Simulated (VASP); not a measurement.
# BaH2Pd2 (P4/nmm) in VASP: single point with PBE

Aim: the single point of BaH2Pd2 with PBE.

Program: VASP 6.6.1. These are calculated values, not measurements. Logs are shortened: lines on timing, memory, paths and dates and some standing lists are left out, and cuts for length are marked.

**1. The cell of the first run**

It takes space group P4/nmm (No. 129, tetragonal). The conventional cell has a = 3.931 Å, b = 3.931 Å, c = 10.747 Å, α = 90.00°, β = 90.00°, γ = 90.00°. H (site symmetry 4mm) has 4 Pd at 1.97 Å within 2.6 Å. H (site symmetry -4m2) has 4 Pd at 1.99 Å within 2.6 Å. Pd (site symmetry -4m2) has 4 H at 1.97 Å within 2.6 Å. Pd (site symmetry 4mm) has 4 H at 1.99 Å within 2.6 Å. Ba (site symmetry 4mm) has 9 H at 2.85 to 3.72 Å and 9 Pd at 3.03 to 3.67 Å and 4 Ba at 3.93 Å within 4.0 Å.

**2. Single point, PBE**

INCAR

```
  PREC = Accurate
  ENCUT = 520
  EDIFF = 1E-6
  ISMEAR = -1
  SIGMA = 0.0303
  LREAL = F
  LASPH = T
  NELM = 100
  ALGO = Normal
  ISIF = 2
  LWAVE = F
  LCHARG = F
  GGA = PE
  NBANDS = 43
```

KPOINTS

```
regular mesh
0
Gamma
  8 8 3
```

POSCAR

```
BaH2Pd2
1.0
    3.9308166271      0.0000000000      0.0000000000
    0.0000000000      3.9308166271      0.0000000000
    0.0000000000      0.0000000000     10.7472203533
H Pd Ba
4 4 2
Direct
    0.0000000000      0.5000000000      0.9819542753
    0.5000000000      0.0000000000      0.0180457247
    0.0000000000      0.0000000000      0.5000000000
    0.5000000000      0.5000000000      0.5000000000
    0.0000000000      0.0000000000      0.0000000000
    0.5000000000      0.5000000000      0.0000000000
    0.0000000000      0.5000000000      0.5290739706
    0.5000000000      0.0000000000      0.4709260294
    0.0000000000      0.5000000000      0.2474707956
    0.5000000000      0.0000000000      0.7525292044
```

Potentials or basis: VASP PAW PBE potentials, release 64 (H, Pd, Ba_sv).

Command:

```
$ cat potpaw_PBE.64/H/POTCAR potpaw_PBE.64/Pd/POTCAR potpaw_PBE.64/Ba_sv/POTCAR > POTCAR
$ mpirun -np 1 vasp_std > vasp.out
```

OUTCAR:

```text
PREC = Accurate
   ENCUT = 520
   EDIFF = 1E-6
   ISMEAR = -1
   LREAL = F
   LASPH = T
   NELM = 100
   ISIF = 2
   GGA = PE

 ion  position               nearest neighbor table
   1  0.000  0.500  0.982-   5 1.97   6 1.97   5 1.97   6 1.97
   2  0.500  0.000  0.018-   5 1.97   6 1.97   6 1.97   5 1.97
   3  0.000  0.000  0.500-   7 1.99   8 1.99   7 1.99   8 1.99
   4  0.500  0.500  0.500-   7 1.99   8 1.99   8 1.99   7 1.99
   5  0.000  0.000  0.000-   1 1.97   2 1.97   1 1.97   2 1.97   6 2.78   6 2.78   6 2.78   6 2.78
                             9 3.31  10 3.31  10 3.31   9 3.31
   6  0.500  0.500  0.000-   1 1.97   2 1.97   2 1.97   1 1.97   5 2.78   5 2.78   5 2.78   5 2.78
                             9 3.31  10 3.31   9 3.31  10 3.31
   7  0.000  0.500  0.529-   3 1.99   4 1.99   3 1.99   4 1.99   8 2.85   8 2.85   8 2.85   8 2.85
                             9 3.03  10 3.67  10 3.67  10 3.67  10 3.67
   8  0.500  0.000  0.471-   3 1.99   4 1.99   4 1.99   3 1.99   7 2.85   7 2.85   7 2.85   7 2.85
                            10 3.03   9 3.67   9 3.67   9 3.67   9 3.67
   9  0.000  0.500  0.247-   7 3.03   6 3.31   5 3.31   5 3.31   6 3.31   8 3.67   8 3.67   8 3.67
                             8 3.67
  10  0.500  0.000  0.753-   8 3.03   6 3.31   5 3.31   6 3.31   5 3.31   7 3.67   7 3.67   7 3.67
                             7 3.67

  LATTYP: Found a simple tetragonal cell.
 ALAT       =     3.9308166271
 C/A-ratio  =     2.7340935416

  Lattice vectors:

 A1 = (   3.9308166271,   0.0000000000,   0.0000000000)
 A2 = (   0.0000000000,   3.9308166271,   0.0000000000)
 A3 = (   0.0000000000,   0.0000000000,  10.7472203533)

Analysis of symmetry for initial positions (statically):
=====================================================================
 Subroutine PRICEL returns:
 Original cell was already a primitive cell.

 Routine SETGRP: Setting up the symmetry group for a
 simple tetragonal supercell.

 Subroutine GETGRP returns: Found 16 space group operations
 (whereof  8 operations were pure point group operations)
 out of a pool of 16 trial point group operations.

The static configuration has the point symmetry D_2d.
 The point group associated with its full space group is D_4h.

Analysis of symmetry for dynamics (positions and initial velocities):
=====================================================================
 Subroutine PRICEL returns:
 Original cell was already a primitive cell.

 Routine SETGRP: Setting up the symmetry group for a
 simple tetragonal supercell.

 Subroutine GETGRP returns: Found 16 space group operations
 (whereof  8 operations were pure point group operations)
 out of a pool of 16 trial point group operations.

The dynamic configuration has the point symmetry D_2d.
 The point group associated with its full space group is D_4h.

 Subroutine INISYM returns: Found 16 space group operations
 (whereof  8 operations are pure point group operations),
 and found     1 'primitive' translations

----------------------------------------------------------------------------------------

                                     Primitive cell

  volume of cell :     166.0587

  direct lattice vectors                    reciprocal lattice vectors
     3.930816627  0.000000000  0.000000000     0.254400064  0.000000000  0.000000000
     0.000000000  3.930816627  0.000000000     0.000000000  0.254400064  0.000000000
     0.000000000  0.000000000 10.747220353     0.000000000  0.000000000  0.093047315

  length of vectors
     3.930816627  3.930816627 10.747220353     0.254400064  0.254400064  0.093047315

  position of ions in fractional coordinates (direct lattice)
     0.000000000  0.500000000  0.981954275
     0.500000000  0.000000000  0.018045725
     0.000000000  0.000000000  0.500000000
     0.500000000  0.500000000  0.500000000
     0.000000000  0.000000000  0.000000000
     0.500000000  0.500000000  0.000000000
     0.000000000  0.500000000  0.529073971
     0.500000000  0.000000000  0.470926029
     0.000000000  0.500000000  0.247470796
     0.500000000  0.000000000  0.752529204

  ion indices of the primitive-cell ions
   primitive index   ion index
                 1           1
                 2           2
                 3           3
                 4           4
                 5           5
                 6           6
                 7           7
                 8           8
                 9           9
                10          10

----------------------------------------------------------------------------------------

 KPOINTS: regular mesh

Automatic generation of k-mesh.
 Grid dimensions read from file:
 generate k-points for:    8    8    3

 Generating k-lattice:

  Cartesian coordinates                     Fractional coordinates (reciprocal lattice)
     0.031800008  0.000000000  0.000000000     0.125000000  0.000000000  0.000000000
     0.000000000  0.031800008  0.000000000     0.000000000  0.125000000  0.000000000
     0.000000000  0.000000000  0.031015772     0.000000000  0.000000000  0.333333333

  Length of vectors
     0.031800008  0.031800008  0.031015772

  Shift w.r.t. Gamma in fractional coordinates (k-lattice)
     0.000000000  0.000000000  0.000000000

 Subroutine IBZKPT returns following result:
 ===========================================

 Found     30 irreducible k-points:

 Following reciprocal coordinates:
            Coordinates               Weight
  0.000000  0.000000  0.000000      1.000000
  0.125000  0.000000  0.000000      4.000000
  0.250000  0.000000  0.000000      4.000000
  0.375000  0.000000  0.000000      4.000000
  0.500000  0.000000  0.000000      2.000000
  0.125000  0.125000  0.000000      4.000000
[... 16 lines left out ...]
  0.375000  0.125000  0.333333     16.000000
  0.500000  0.125000  0.333333      8.000000
 [... further k-points ...]
   k-points           NKPTS =     30   k-points in BZ     NKDIM =     30   number of bands    NBANDS=     43
   number of dos      NEDOS =    301   number of ions     NIONS =     10
   total plane-waves  NPLWV =  72000
   dimension x,y,z NGX =    30 NGY =   30 NGZ =   80
   dimension x,y,z NGXF=    60 NGYF=   60 NGZF=  160
   ions per type =               4   4   2
   NGX,Y,Z   is equivalent  to a cutoff of  12.69, 12.69, 12.37 a.u.
   NGXF,Y,Z  is equivalent  to a cutoff of  25.38, 25.38, 24.75 a.u.
 SYSTEM =  unknown system
   PREC   = accura    normal or accurate (medium, high low for compatibility)
   ISTART =      0    job   : 0-new  1-cont  2-samecut
   ICHARG =      2    charge: 1-file 2-atom 10-const
   ISPIN  =      1    spin polarized calculation?
   LNONCOLLINEAR =      F non collinear calculations
   LSORBIT =      F    spin-orbit coupling
   LASPH  =      T    aspherical Exc in radial PAW
   ENCUT  =  520.0 eV  38.22 Ry    6.18 a.u.   7.31  7.31 19.98*2*pi/ulx,y,z
   NELM   =    100;   NELMIN=  2; NELMDL= -5     # of ELM steps
   EDIFF  = 0.1E-05   stopping-criterion for ELM
   LREAL  =      F    real-space projection
   EDIFFG = 0.1E-04   stopping-criterion for IOM
   NSW    =      0    number of steps for IOM
   IBRION =     -1    ionic relax: 0-MD 1-quasi-New 2-CG
   NFREE  =      0    steps in history (QN), initial steepest desc. (CG)
   ISIF   =      2    stress and relaxation
   ISYM   =      2    0-nonsym 1-usesym 2-fastsym
   POTIM  = 0.5000    time-step for ionic-motion
   TEBEG  =    0.0;   TEEND  =   0.0 temperature during run
   PSTRESS=    0.0 pullay stress
   NELECT =      64.0000    total number of electrons
   NUPDOWN=      -1.0000    fix difference up-down
   EMIN   =  10.00;   EMAX   =-10.00  energy-range for DOS
   EFERMI =   0.00;   METHOD = LEGACY
   ISMEAR =    -1;   SIGMA  =   0.03  broadening in eV -4-tet -1-fermi 0-gaus
   EFERMI_NEDOS =   21; number of points for ismear=-14 and -15
   IALGO  =     38    algorithm
   IMIX   =      4    mixing-type and parameters
     AMIX     =   0.40;   BMIX     =  1.00
     AMIX_MAG =   1.60;   BMIX_MAG =  1.00
  volume/ion in A,a.u.               =      16.61       112.06
  Fermi-wavevector in a.u.,A,eV,Ry     =   1.191373  2.251368 19.311681  1.419369
  Thomas-Fermi vector in A             =   2.327436
   LORBIT       =      0    0 simple, 1 ext, 2 COOP (PROOUT), +10 PAW based schemes
   GGA     = PE    functional components
   LHFCALC =     F    Hartree Fock is set to
   AEXX    =    0.0000 exact exchange contribution
   IVDW    =     0    specifies the selected vdW correction
   LEPSILON=     F    determine dielectric tensor
   LRPA    =     F    only Hartree local field effects (RPA)
 non-spin polarized calculation
  energy-cutoff  :      520.00
  volume of cell :      166.06
 maximum number of plane-waves:      4535
 NGX is ok and might be reduce to    30
   NGX = 15   NGY = 15   NGZ = 39

 number of electron      64.0000012 magnetization

 Free energy of the ion-electron system (eV)
  ---------------------------------------------------
  ext. energy  EPLUGINS =         0.00000000
  ---------------------------------------------------
  free energy    TOTEN  =       -41.51621819 eV

  energy without entropy =      -41.50238743  energy(sigma->0) =      -41.50930281

 E-fermi :   5.3614     XC(G=0): -10.2134

 val. band max:        5.3390114253   @ k =   0.2500   0.1250   0.0000
 cond. band min:       5.3656686519   @ k =   0.2500   0.1250   0.3333
 fundamental gap:      0.0266572265
 Fermi energy:         5.3613703177

 k-point     1 :       0.0000    0.0000    0.0000
  band No.  band energies     occupation
      1     -23.1121      2.00000
      2     -23.1086      2.00000
      3      -8.5320      2.00000
      4      -8.3786      2.00000
      5      -8.0534      2.00000
      6      -8.0534      2.00000
[... 35 lines left out ...]
     42      10.2761      0.00000
     43      10.3747      0.00000
[... 1017 lines left out ...]
      3      -8.8128      2.00000
      4      -8.8128      2.00000
      5      -8.3039      2.00000
      6      -8.3039      2.00000
[... 35 lines left out ...]
     42       9.2486      0.00000
     43      10.3057      0.00000

 [... further k-points ...]

------------------------ aborting loop because EDIFF is reached ----------------------------------------

  FORCE on cell =-STRESS in cart. coord.  units (eV):
  Direction    XX          YY          ZZ          XY          YZ          ZX
  --------------------------------------------------------------------------------------
  -------------------------------------------------------------------------------------
  Total        0.1468925      0.1468925      1.3935874      0.0000000      0.0000000      0.0000000
  in kB        1.4172564      1.4172564     13.4456889      0.0000000      0.0000000      0.0000000
  external PRESSURE =       5.4267339 kB  Pullay stress =       0.0000000 kB

 VOLUME and BASIS-vectors are now :
 -----------------------------------------------------------------------------
  energy-cutoff  :      520.00
  volume of cell :      166.06
      direct lattice vectors                 reciprocal lattice vectors
     3.930816627  0.000000000  0.000000000     0.254400064  0.000000000  0.000000000
     0.000000000  3.930816627  0.000000000     0.000000000  0.254400064  0.000000000
     0.000000000  0.000000000 10.747220353     0.000000000  0.000000000  0.093047315

 POSITION                                       TOTAL-FORCE (eV/Angst)
 -----------------------------------------------------------------------------------
      0.00000      1.96541     10.55328         0.000000     -0.000000     -0.007371
      1.96541      0.00000      0.19394        -0.000000     -0.000000      0.007371
      0.00000      0.00000      5.37361        -0.000000      0.000000      0.000000
      1.96541      1.96541      5.37361        -0.000000     -0.000000      0.000000
      0.00000      0.00000      0.00000        -0.000000     -0.000000      0.000000
      1.96541      1.96541      0.00000         0.000000      0.000000      0.000000
      0.00000      1.96541      5.68607         0.000000     -0.000000      0.085730
      1.96541      0.00000      5.06115        -0.000000     -0.000000     -0.085730
      0.00000      1.96541      2.65962        -0.000000      0.000000      0.006998
      1.96541      0.00000      8.08760         0.000000     -0.000000     -0.006998
 -----------------------------------------------------------------------------------
    total drift:                                0.000000      0.000000      0.000000

  FREE ENERGIE OF THE ION-ELECTRON SYSTEM (eV)
  ---------------------------------------------------
  free  energy   TOTEN  =       -41.5162181928 eV

  energy  without entropy=      -41.5023874315  energy(sigma->0) =      -41.50930281
```

It took 2.1 min on 1 thread of Intel Xeon 6975P-C (Granite Rapids), shared host; peak memory 0.37 GiB.

What came out:

```yaml
Free_energy: -41.5162 eV
Pressure: 0.5 GPa
Largest_force: 0.086 eV/Å
Band_gap_on_the_k_mesh: zero (bands 32 and 33 overlap by 0.63 eV)
```

Forces on the atoms (eV/Å):
```
H    0.000  0.000 -0.007
H    0.000  0.000  0.007
H    0.000  0.000  0.000
H    0.000  0.000  0.000
Pd   0.000  0.000  0.000
Pd   0.000  0.000  0.000
Pd   0.000  0.000  0.086
Pd   0.000  0.000 -0.086
Ba   0.000  0.000  0.007
Ba   0.000  0.000 -0.007
```

Stress tensor (GPa, compression positive):
```
0.14 0.00 0.00
0.00 0.14 0.00
0.00 0.00 1.34
```

Caveat: spin-orbit coupling is left out, which moves the levels of the heavy elements.
